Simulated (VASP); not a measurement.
# Ba (Fd-3m) in VASP: notebook, part 2 of 2

VASP 6.6.1.

## (3) Single point, RPBE

This run uses another cell than the first one, of 32.51 Å³/atom.

INCAR

```
SYSTEM = Ba
  PREC = Accurate
  ENCUT = 500
  EDIFF = 1E-6
  ISMEAR = 0
  SIGMA = 0.1
  LREAL = .False.
  LASPH = .True.
  NELM = 120
  ALGO = Normal
  ISIF = 2
  LWAVE = .False.
  LCHARG = .True.
  GGA = RP
  LELF = .True.
  LVHAR = .True.
  NBANDS = 17
  GGA_COMPAT = .False.
```

KPOINTS

```
regular mesh
0
Gamma
  5 5 5
  0 0 0
```

POSCAR

```
Ba
1.0
    0.0000000000      3.1917302497      3.1917302497
    3.1917302497      0.0000000000      3.1917302497
    3.1917302497      3.1917302497      0.0000000000
Ba
2
Direct
    1.0000000000      1.0000000000      1.0000000000
    0.2500000000      0.2500000000      0.2500000000
```

Potentials or basis: VASP PAW PBE potentials, release 64 (Ba_sv).

The run is started by

```console
> cat potpaw_PBE.64/Ba_sv/POTCAR > POTCAR
> mpirun -np 1 vasp_std > vasp.out
```

Wall time 10 s (1 thread of Intel Xeon Platinum 8488C (Sapphire Rapids), shared host); peak memory 0.19 GiB.

Results (log left out):

```
Free energy            : 1.9911 eV
Pressure               : 34.9 GPa
Band gap on the k mesh : zero (bands 10 and 11 overlap by 0.39 eV)
```

Levels at points of the mesh, in eV from the Fermi level:
| k point | band 8 | band 9 | band 10 | band 11 | band 12 | band 13 |
| --- | --- | --- | --- | --- | --- | --- |
| (0.00, 0.00, 0.00) | -12.37 | -1.53 | 0.01 | 0.01 | 2.63 | 2.63 |

Caveat: the cell stands under pressure; the PAW data sets were made with another functional, which shifts forces and pressure a little; spin-orbit coupling is left out, which moves the levels of the heavy elements.

## (4) Single point, RPBE

This run uses another cell than the first one, of 37.78 Å³/atom.

INCAR

```
PREC = Accurate
ENCUT = 500
EDIFF = 1E-6
ISMEAR = 0
SIGMA = 0.1
LREAL = False
LASPH = True
NELM = 120
ALGO = Normal
ISIF = 2
LWAVE = False
LCHARG = True
GGA = RP
LELF = True
LVHAR = True
NBANDS = 17
GGA_COMPAT = False
```

KPOINTS

```
regular mesh
0
Gamma
  5 5 5
```

POSCAR

```
Ba
1.0
    0.0000000000      3.3553289257      3.3553289257
    3.3553289257      0.0000000000      3.3553289257
    3.3553289257      3.3553289257      0.0000000000
Ba
2
Direct
    1.0000000000      1.0000000000      1.0000000000
    0.2500000000      0.2500000000      0.2500000000
```

Potentials or basis: VASP PAW PBE potentials, release 64 (Ba_sv).

The run is started by

```console
> cat potpaw_PBE.64/Ba_sv/POTCAR > POTCAR
> mpirun -np 1 vasp_std > vasp.out
```

OUTCAR:

```text
PREC = Accurate
   ENCUT = 500
   EDIFF = 1E-6
   ISMEAR = 0
   LREAL = False
   LASPH = True
   NELM = 120
   ISIF = 2
   GGA = RP

 ion  position               nearest neighbor table
   1  0.000  0.000  0.000-   2 2.91   2 2.91   2 2.91   2 2.91
   2  0.250  0.250  0.250-   1 2.91   1 2.91   1 2.91   1 2.91

  LATTYP: Found a face centered cubic cell.
 ALAT       =     6.7106578514

  Lattice vectors:

 A1 = (   0.0000000000,   3.3553289257,   3.3553289257)
[... 370 lines left out ...]

------------------------ aborting loop because EDIFF is reached ----------------------------------------

  FORCE on cell =-STRESS in cart. coord.  units (eV):
  Direction    XX          YY          ZZ          XY          YZ          ZX
  --------------------------------------------------------------------------------------
  -------------------------------------------------------------------------------------
  Total        8.3183711      8.3183711      8.3183711      0.0000000     -0.0000000     -0.0000000
  in kB      176.4060900    176.4060900    176.4060900      0.0000000     -0.0000000     -0.0000000
  external PRESSURE =     176.4060900 kB  Pullay stress =       0.0000000 kB

 VOLUME and BASIS-vectors are now :
 -----------------------------------------------------------------------------
  energy-cutoff  :      500.00
  volume of cell :       75.55
      direct lattice vectors                 reciprocal lattice vectors
     0.000000000  3.355328926  3.355328926    -0.149016687  0.149016687  0.149016687
     3.355328926  0.000000000  3.355328926     0.149016687 -0.149016687  0.149016687
     3.355328926  3.355328926  0.000000000     0.149016687  0.149016687 -0.149016687

 POSITION                                       TOTAL-FORCE (eV/Angst)
 -----------------------------------------------------------------------------------
      0.00000      0.00000      0.00000        -0.000000     -0.000000     -0.000000
      1.67766      1.67766      1.67766         0.000000      0.000000      0.000000
 -----------------------------------------------------------------------------------
    total drift:                                0.000000      0.000000     -0.000000

  FREE ENERGIE OF THE ION-ELECTRON SYSTEM (eV)
  ---------------------------------------------------
  free  energy   TOTEN  =         0.3280661369 eV

  energy  without entropy=        0.3442471206  energy(sigma->0) =        0.33615663
```

OSZICAR:

```text
N       E                     dE             d eps       ncg     rms          rms(c)
DAV:   1     0.134993614233E+03    0.13499E+03   -0.90218E+03   340   0.101E+03
DAV:   2     0.674555016344E+01   -0.12825E+03   -0.12483E+03   522   0.204E+02
DAV:   3     0.219366962518E+00   -0.65262E+01   -0.64934E+01   461   0.454E+01
DAV:   4     0.101425018969E+00   -0.11794E+00   -0.11791E+00   469   0.562E+00
DAV:   5     0.997027909466E-01   -0.17222E-02   -0.17222E-02   475   0.562E-01    0.113E+01
DAV:   6     0.255129000166E+00    0.15543E+00   -0.67710E-02   399   0.194E+00    0.658E+00
DAV:   7     0.330865673888E+00    0.75737E-01   -0.14840E-01   362   0.336E+00    0.181E-01
DAV:   8     0.329057607687E+00   -0.18081E-02   -0.45661E-03   507   0.349E-01    0.163E-01
DAV:   9     0.328353997304E+00   -0.70361E-03   -0.89710E-04   360   0.261E-01    0.598E-02
DAV:  10     0.328123809473E+00   -0.23019E-03   -0.55445E-04   432   0.169E-01    0.202E-02
DAV:  11     0.328076731871E+00   -0.47078E-04   -0.11508E-04   429   0.761E-02    0.232E-02
DAV:  12     0.328068509840E+00   -0.82220E-05   -0.22532E-05   417   0.348E-02    0.152E-02
DAV:  13     0.328066843692E+00   -0.16661E-05   -0.63967E-06   406   0.194E-02    0.774E-03
DAV:  14     0.328066136914E+00   -0.70678E-06   -0.23913E-06   371   0.129E-02
   1 F= 0.32806614E+00 E0= 0.33615663E+00  d E =-.161810E-01
```

Wall time 11 s (1 thread of Intel Xeon Platinum 8488C (Sapphire Rapids), shared host); peak memory 0.2 GiB.

What came out:

```
Free energy            : 0.3281 eV
Pressure               : 17.6 GPa
Band gap on the k mesh : zero (bands 10 and 11 overlap by 0.28 eV)
```

Levels at points of the mesh, in eV from the Fermi level:
```tsv
k point	band 8	band 9	band 10	band 11	band 12	band 13
(0.00, 0.00, 0.00)	-12.76	-1.70	0.09	0.09	2.23	2.23
```

Caveat: the cell stands under pressure; the PAW data sets were made with another functional, which shifts forces and pressure a little; spin-orbit coupling is left out, which moves the levels of the heavy elements.

## (5) Single point, RPBE

This run uses another cell than the first one, of 97.83 Å³/atom.

INCAR

```
SYSTEM = Ba
PREC     = Accurate       ! precision mode
ENCUT    = 500            ! plane-wave cutoff, eV
EDIFF    = 1E-6           ! SCF threshold, eV
ISMEAR   = 0              ! smearing method
SIGMA    = 0.1            ! smearing width, eV
LREAL    = .False.        ! projectors in reciprocal space
LASPH    = .True.         ! aspherical terms in the spheres
NELM     = 120            ! most SCF steps
ALGO     = Normal         ! electronic algorithm
ISIF     = 2              ! what is computed and relaxed
LWAVE    = .False.        ! write WAVECAR
LCHARG   = .False.        ! write CHGCAR
GGA      = RP             ! functional
NBANDS   = 17             ! bands
GGA_COMPAT= .False.
```

KPOINTS

```
Automatic mesh
0
Gamma
  5 5 5
  0 0 0
```

POSCAR

```
Ba
1.0
    0.0000000000      4.6077710512      4.6077710512
    4.6077710512      0.0000000000      4.6077710512
    4.6077710512      4.6077710512      0.0000000000
Ba
2
Direct
    1.0000000000      1.0000000000      1.0000000000
    0.2500000000      0.2500000000      0.2500000000
```

The run is started by

```console
> cat potpaw_PBE.64/Ba_sv/POTCAR > POTCAR
> mpirun -np 1 vasp_std > vasp.out
```

Wall time 19 s (1 thread of Intel Xeon Platinum 8488C (Sapphire Rapids), shared host); peak memory 0.31 GiB.

It converged, with:

```yaml
Free_energy: -1.3314 eV
Pressure: 0.0 GPa
Band_gap_on_the_k_mesh: zero (bands 10 and 11 overlap by 0.53 eV)
```

Levels at points of the mesh, in eV from the Fermi level:
```
           k point  band 6  band 7  band 8  band 9  band 10  band 11  band 12  band 13  band 14  band 15
(0.00, 0.00, 0.00)  -14.75  -14.75  -14.75   -2.08     0.37     0.37     0.64     0.64     0.64     1.58
```

Caveat: the PAW data sets were made with another functional, which shifts forces and pressure a little; spin-orbit coupling is left out, which moves the levels of the heavy elements.

## (6) Overview

```tsv
cell	gap on the mesh (eV)	pressure (GPa)
a = 4.367 Å, angles 60.0°, 2 atoms	none	52.4
a = 4.514 Å, angles 60.0°, 2 atoms	none	34.9
a = 4.745 Å, angles 60.0°, 2 atoms	none	17.6
a = 6.516 Å, angles 60.0°, 2 atoms	none	0.0
```

Alike in all rows: task single point; level RPBE; potentials or basis VASP PAW PBE potentials, release 64 (Ba_sv); no spin polarisation; k mesh 5 × 5 × 5; cutoff (eV) 500; smearing gaussian 0.1 eV.

Caveats: the PAW data sets were made with another functional, which shifts forces and pressure a little; spin-orbit coupling is left out, which moves the levels of the heavy elements; the cell stands under pressure (at least some runs).

Total energies depend on the potentials used, so only differences within one code and one set of settings carry meaning.
